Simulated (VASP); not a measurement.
# Zn (P6_3/mmc) in VASP: a series of runs, part 2 of 2

VASP 6.6.1. The steps go on from the part before.

## 4. Single point, PBEsol (strain +0.015 along x and y, -0.015 along z)

The input, INCAR:

```
PREC = Accurate ; ENCUT = 520
EDIFF = 1E-7 ; ISMEAR = 0
SIGMA = 0.15 ; LREAL = F
LASPH = T ; NELM = 60
ALGO = Fast ; ISIF = 2
LWAVE = F ; LCHARG = F
GGA = PS ; NBANDS = 19
```

The input, KPOINTS:

```
Automatic mesh
0
Gamma
  24 24 10
```

The input, POSCAR:

```
Zn
1.0
    2.7047700240      0.0000000000      0.0000000000
   -1.3523850120      2.3423995522      0.0000000000
    0.0000000000      0.0000000000      4.8724995000
Zn
2
Direct
    0.3333333333      0.6666666667      0.2500000000
    0.6666666667      0.3333333333      0.7500000000
```

The run is started by

```bash
> cat potpaw_PBE.64/Zn/POTCAR > POTCAR
> mpirun -np 1 vasp_std > vasp.out
```

Wall time 64 s (1 thread of Intel Xeon 6975P-C (Granite Rapids), shared host); peak memory 0.27 GiB.

It converged, with:

```yaml
Free_energy: -3.1134 eV
Pressure: -6.1 GPa
Band_gap_on_the_k_mesh: zero (bands 12 and 13 overlap by 4.17 eV)
```

Stress tensor (GPa, compression positive):
```
-6.93  0.00  0.00
 0.00 -6.93  0.00
 0.00  0.00 -4.42
```

Levels at points of the mesh, in eV from the Fermi level:
| k point | band 9 | band 10 | band 11 | band 12 | band 13 | band 14 | band 15 | band 16 |
| --- | --- | --- | --- | --- | --- | --- | --- | --- |
| (0.00, 0.00, 0.00) | -7.33 | -7.09 | -7.09 | -3.50 | -2.77 | 14.42 | 16.53 | 16.53 |
| (0.50, 0.00, 0.00) | -6.95 | -6.93 | -2.97 | -2.38 | 2.71 | 3.44 | 4.09 | 5.64 |
| (0.00, 0.00, 0.50) | -7.19 | -7.19 | -7.19 | -7.19 | 5.04 | 5.04 | 17.86 | 17.86 |
| (0.50, 0.00, 0.50) | -6.94 | -6.94 | -1.94 | -1.94 | -0.10 | -0.10 | 10.35 | 10.35 |

Caveat: the cell differs from its parent crystal (strain +0.015 along x and y, -0.015 along z); the cell stands under tension; the PAW data sets were made with another functional, which shifts forces and pressure a little.

## 5. Single point, PBEsol (strain +0.000 along x and y, +0.030 along z)

The input, INCAR:

```
SYSTEM = Zn
PREC = Accurate
ENCUT = 520
EDIFF = 1E-7
ISMEAR = 0
SIGMA = 0.15
LREAL = .False.
LASPH = .True.
NELM = 60
ALGO = Fast
ISIF = 2
LWAVE = .False.
LCHARG = .False.
GGA = PS
NBANDS = 19
```

The input, KPOINTS:

```
regular mesh
0
Gamma
  24 24 10
  0 0 0
```

The input, POSCAR:

```
Zn
1.0
    2.6647980532      0.0000000000      0.0000000000
   -1.3323990266      2.3077828100      0.0000000000
    0.0000000000      0.0000000000      5.0951010000
Zn
2
Direct
    0.3333333333      0.6666666667      0.2500000000
    0.6666666667      0.3333333333      0.7500000000
```

Potentials or basis: VASP PAW PBE potentials, release 64 (Zn).

The run is started by

```bash
> cat potpaw_PBE.64/Zn/POTCAR > POTCAR
> mpirun -np 1 vasp_std > vasp.out
```

OUTCAR:

```text
SYSTEM = Zn
   PREC = Accurate
   ENCUT = 520
   EDIFF = 1E-7
   ISMEAR = 0
   LREAL = .False.
   LASPH = .True.
   NELM = 60
   ISIF = 2
   GGA = PS

 ion  position               nearest neighbor table
   1  0.333  0.667  0.250-   2 2.98   2 2.98   2 2.98   2 2.98   2 2.98   2 2.98
   2  0.667  0.333  0.750-   1 2.98   1 2.98   1 2.98   1 2.98   1 2.98   1 2.98

  LATTYP: Found a hexagonal cell.
 ALAT       =     2.6647980532
 C/A-ratio  =     1.9120026727

  Lattice vectors:

 A1 = (   2.6647980532,   0.0000000000,   0.0000000000)
 A2 = (  -1.3323990266,   2.3077828100,   0.0000000000)
 A3 = (   0.0000000000,   0.0000000000,   5.0951010000)

Analysis of symmetry for initial positions (statically):
=====================================================================
 Subroutine PRICEL returns:
 Original cell was already a primitive cell.

 Routine SETGRP: Setting up the symmetry group for a
 hexagonal supercell.

 Subroutine GETGRP returns: Found 24 space group operations
 (whereof 12 operations were pure point group operations)
 out of a pool of 24 trial point group operations.

The static configuration has the point symmetry D_3d.
 The point group associated with its full space group is D_6h.

Analysis of symmetry for dynamics (positions and initial velocities):
=====================================================================
 Subroutine PRICEL returns:
 Original cell was already a primitive cell.

 Routine SETGRP: Setting up the symmetry group for a
 hexagonal supercell.

 Subroutine GETGRP returns: Found 24 space group operations
 (whereof 12 operations were pure point group operations)
 out of a pool of 24 trial point group operations.

The dynamic configuration has the point symmetry D_3d.
 The point group associated with its full space group is D_6h.

 Subroutine INISYM returns: Found 24 space group operations
 (whereof 12 operations are pure point group operations),
 and found     1 'primitive' translations

----------------------------------------------------------------------------------------

                                     Primitive cell

  volume of cell :      31.3337

  direct lattice vectors                    reciprocal lattice vectors
     2.664798053  0.000000000  0.000000000     0.375262958  0.216658170  0.000000000
    -1.332399027  2.307782810  0.000000000     0.000000000  0.433316340  0.000000000
     0.000000000  0.000000000  5.095101000     0.000000000  0.000000000  0.196266963

  length of vectors
     2.664798053  2.664798053  5.095101000     0.433316340  0.433316340  0.196266963

  position of ions in fractional coordinates (direct lattice)
     0.333333333  0.666666667  0.250000000
     0.666666667  0.333333333  0.750000000

  ion indices of the primitive-cell ions
   primitive index   ion index
                 1           1
                 2           2

----------------------------------------------------------------------------------------

 KPOINTS: regular mesh

Automatic generation of k-mesh.
 Grid dimensions read from file:
 generate k-points for:   24   24   10

 Generating k-lattice:

  Cartesian coordinates                     Fractional coordinates (reciprocal lattice)
     0.015635957  0.009027424  0.000000000     0.041666667  0.000000000  0.000000000
     0.000000000  0.018054847  0.000000000     0.000000000  0.041666667  0.000000000
     0.000000000  0.000000000  0.019626696     0.000000000  0.000000000  0.100000000

  Length of vectors
     0.018054847  0.018054847  0.019626696

  Shift w.r.t. Gamma in fractional coordinates (k-lattice)
     0.000000000  0.000000000  0.000000000

 Subroutine IBZKPT returns following result:
 ===========================================

 Found    366 irreducible k-points:

 Following reciprocal coordinates:
            Coordinates               Weight
  0.000000  0.000000  0.000000      1.000000
  0.041667  0.000000  0.000000      6.000000
  0.083333 -0.000000  0.000000      6.000000
  0.125000  0.000000  0.000000      6.000000
  0.166667 -0.000000  0.000000      6.000000
  0.208333  0.000000  0.000000      6.000000
[... 16 lines left out ...]
  0.416667  0.041667  0.000000     12.000000
  0.458333  0.041667  0.000000     12.000000
 [... further k-points ...]
   k-points           NKPTS =    366   k-points in BZ     NKDIM =    366   number of bands    NBANDS=     19
   number of dos      NEDOS =    301   number of ions     NIONS =      2
   total plane-waves  NPLWV =  16000
   dimension x,y,z NGX =    20 NGY =   20 NGZ =   40
   dimension x,y,z NGXF=    40 NGYF=   40 NGZF=   80
   ions per type =               2
   NGX,Y,Z   is equivalent  to a cutoff of  12.48, 12.48, 13.05 a.u.
   NGXF,Y,Z  is equivalent  to a cutoff of  24.95, 24.95, 26.10 a.u.
 SYSTEM =  Zn
   PREC   = accura    normal or accurate (medium, high low for compatibility)
   ISTART =      0    job   : 0-new  1-cont  2-samecut
   ICHARG =      2    charge: 1-file 2-atom 10-const
   ISPIN  =      1    spin polarized calculation?
   LNONCOLLINEAR =      F non collinear calculations
   LSORBIT =      F    spin-orbit coupling
   LASPH  =      T    aspherical Exc in radial PAW
   ENCUT  =  520.0 eV  38.22 Ry    6.18 a.u.   4.95  4.95  9.47*2*pi/ulx,y,z
   NELM   =     60;   NELMIN=  2; NELMDL= -5     # of ELM steps
   EDIFF  = 0.1E-06   stopping-criterion for ELM
   LREAL  =      F    real-space projection
   EDIFFG = 0.1E-05   stopping-criterion for IOM
   NSW    =      0    number of steps for IOM
   IBRION =     -1    ionic relax: 0-MD 1-quasi-New 2-CG
   NFREE  =      0    steps in history (QN), initial steepest desc. (CG)
   ISIF   =      2    stress and relaxation
   ISYM   =      2    0-nonsym 1-usesym 2-fastsym
   POTIM  = 0.5000    time-step for ionic-motion
   TEBEG  =    0.0;   TEEND  =   0.0 temperature during run
   PSTRESS=    0.0 pullay stress
   NELECT =      24.0000    total number of electrons
   NUPDOWN=      -1.0000    fix difference up-down
   EMIN   =  10.00;   EMAX   =-10.00  energy-range for DOS
   EFERMI =   0.00;   METHOD = LEGACY
   ISMEAR =     0;   SIGMA  =   0.15  broadening in eV -4-tet -1-fermi 0-gaus
   EFERMI_NEDOS =   21; number of points for ismear=-14 and -15
   IALGO  =     68    algorithm
   IMIX   =      4    mixing-type and parameters
     AMIX     =   0.40;   BMIX     =  1.00
     AMIX_MAG =   1.60;   BMIX_MAG =  1.00
  volume/ion in A,a.u.               =      15.67       105.73
  Fermi-wavevector in a.u.,A,eV,Ry     =   1.497872  2.830567 30.526291  2.243619
  Thomas-Fermi vector in A             =   2.609704
   LORBIT       =      0    0 simple, 1 ext, 2 COOP (PROOUT), +10 PAW based schemes
   GGA     = PS    functional components
   LHFCALC =     F    Hartree Fock is set to
   AEXX    =    0.0000 exact exchange contribution
   IVDW    =     0    specifies the selected vdW correction
   LEPSILON=     F    determine dielectric tensor
   LRPA    =     F    only Hartree local field effects (RPA)
 non-spin polarized calculation
 RMM-DIIS sequential band-by-band and
 Gauss-broadening in eV      SIGMA  =   0.15
  energy-cutoff  :      520.00
  volume of cell :       31.33
 maximum number of plane-waves:       867
 NGX is ok and might be reduce to    20
   NGX =  9   NGY =  9   NGZ = 19

 number of electron      23.9999989 magnetization

 Free energy of the ion-electron system (eV)
  ---------------------------------------------------
  ext. energy  EPLUGINS =         0.00000000
  ---------------------------------------------------
  free energy    TOTEN  =        -3.11764123 eV

  energy without entropy =       -3.11406398  energy(sigma->0) =       -3.11585261

 E-fermi :   2.6640     XC(G=0): -11.5388

 val. band max:        2.6607877230   @ k =   0.2917   0.2917   0.4000
 cond. band min:       2.6885627175   @ k =   0.1667  -0.0000   0.2000
 fundamental gap:      0.0277749945
 Fermi energy:         2.6640273872

 k-point     1 :       0.0000    0.0000    0.0000
  band No.  band energies     occupation
      1      -7.4630      2.00000
      2      -5.7932      2.00000
      3      -5.1130      2.00000
      4      -4.8630      2.00000
      5      -4.8630      2.00000
      6      -4.8222      2.00000
[... 11 lines left out ...]
     18      21.9207      0.00000
     19      21.9829      0.00000
[... 485 lines left out ...]
 k-point    24 :       0.4583    0.0417    0.0000
  band No.  band energies     occupation
      1      -5.5680      2.00000
      2      -5.4877      2.00000
      3      -5.3124      2.00000
      4      -4.8895      2.00000
      5      -4.6987      2.00000
      6      -4.6900      2.00000
[... 11 lines left out ...]
     18      17.3863      0.00000
     19      17.8271      0.00000

 [... further k-points ...]

------------------------ aborting loop because EDIFF is reached ----------------------------------------

  FORCE on cell =-STRESS in cart. coord.  units (eV):
  Direction    XX          YY          ZZ          XY          YZ          ZX
  --------------------------------------------------------------------------------------
  -------------------------------------------------------------------------------------
  Total       -1.3540444     -1.3540444     -0.9739079      0.0000000      0.0000000      0.0000000
  in kB      -69.2359202    -69.2359202    -49.7985205      0.0000000      0.0000000      0.0000000
  external PRESSURE =     -62.7567870 kB  Pullay stress =       0.0000000 kB

 VOLUME and BASIS-vectors are now :
 -----------------------------------------------------------------------------
  energy-cutoff  :      520.00
  volume of cell :       31.33
      direct lattice vectors                 reciprocal lattice vectors
     2.664798053  0.000000000  0.000000000     0.375262958  0.216658170  0.000000000
    -1.332399027  2.307782810  0.000000000     0.000000000  0.433316340  0.000000000
     0.000000000  0.000000000  5.095101000     0.000000000  0.000000000  0.196266963

 POSITION                                       TOTAL-FORCE (eV/Angst)
 -----------------------------------------------------------------------------------
     -0.00000      1.53852      1.27378         0.000000     -0.000000     -0.000000
      1.33240      0.76926      3.82133        -0.000000      0.000000      0.000000
 -----------------------------------------------------------------------------------
    total drift:                               -0.000000      0.000000      0.000000

  FREE ENERGIE OF THE ION-ELECTRON SYSTEM (eV)
  ---------------------------------------------------
  free  energy   TOTEN  =        -3.1176412329 eV

  energy  without entropy=       -3.1140639829  energy(sigma->0) =       -3.11585261
```

stdout:

```text
POSCAR found type information on POSCAR Zn
 POSCAR found :  1 types and       2 ions
 scaLAPACK will be used
 -----------------------------------------------------------------------------
|                                                                             |
|                                                                             |
|     You enforced a specific xc type in the INCAR file but a different       |
|     I HOPE YOU KNOW WHAT YOU ARE DOING!                                     |
|                                                                             |
 -----------------------------------------------------------------------------

 LDA part: xc-table for (Slater+PW92), standard interpolation
 POSCAR, INCAR and KPOINTS ok, starting setup
 FFT: planning ... GRIDC
 FFT: planning ... GRID_SOFT
 FFT: planning ... GRID
 WAVECAR not read
 entering main loop
WARNING in EDDRMM: call to ZHEGV failed, returncode =   8  4     18
WARNING in EDDRMM: call to ZHEGV failed, returncode =   8  4     16
WARNING in EDDRMM: call to ZHEGV failed, returncode =   8  4     16
WARNING in EDDRMM: call to ZHEGV failed, returncode =   6  3     18
WARNING in EDDRMM: call to ZHEGV failed, returncode =   8  4     18
WARNING in EDDRMM: call to ZHEGV failed, returncode =   8  4     17
```

Wall time 80 s (1 thread of Intel Xeon 6975P-C (Granite Rapids), shared host); peak memory 0.28 GiB.

What came out:

- Free energy: -3.1176 eV
- Pressure: -6.3 GPa
- Band gap on the k mesh: zero (bands 12 and 13 overlap by 4.89 eV)

Stress tensor (GPa, compression positive):
```
-6.92  0.00  0.00
 0.00 -6.92  0.00
 0.00  0.00 -4.98
```

Caveat: the cell differs from its parent crystal (strain +0.000 along x and y, +0.030 along z); the cell stands under tension; the PAW data sets were made with another functional, which shifts forces and pressure a little.

## 6. The runs side by side

| cell | further INCAR settings | gap on the mesh (eV) | pressure (GPa) |
| --- | --- | --- | --- |
| a = 2.705, b = 2.705, c = 4.798 Å, angles 90.0, 90.0, 120.0°, 2 atoms | ALGO = Fast; EDIFF = 1e-07; NBANDS = 19 | none | -5.4 |
| a = 2.665, b = 2.665, c = 5.021 Å, angles 90.0, 90.0, 120.0°, 2 atoms | ALGO = Fast; EDIFF = 1e-06; NBANDS = 19 | none | -5.4 |
| a = 2.705, b = 2.705, c = 4.872 Å, angles 90.0, 90.0, 120.0°, 2 atoms | ALGO = Fast; EDIFF = 1e-07; NBANDS = 19 | none | -6.1 |
| a = 2.665, b = 2.665, c = 5.095 Å, angles 90.0, 90.0, 120.0°, 2 atoms | ALGO = Fast; EDIFF = 1e-07; NBANDS = 19 | none | -6.3 |

Alike in all rows: task single point; level PBEsol; potentials or basis VASP PAW PBE potentials, release 64 (Zn); no spin polarisation; k mesh 24 × 24 × 10; cutoff (eV) 520; smearing gaussian 0.15 eV.

Caveats: the cell stands under tension; the PAW data sets were made with another functional, which shifts forces and pressure a little.

Absolute energies hang on the potentials; compare differences alone.

The gap in the log of VASP goes by the Fermi energy; the results here count the filled bands.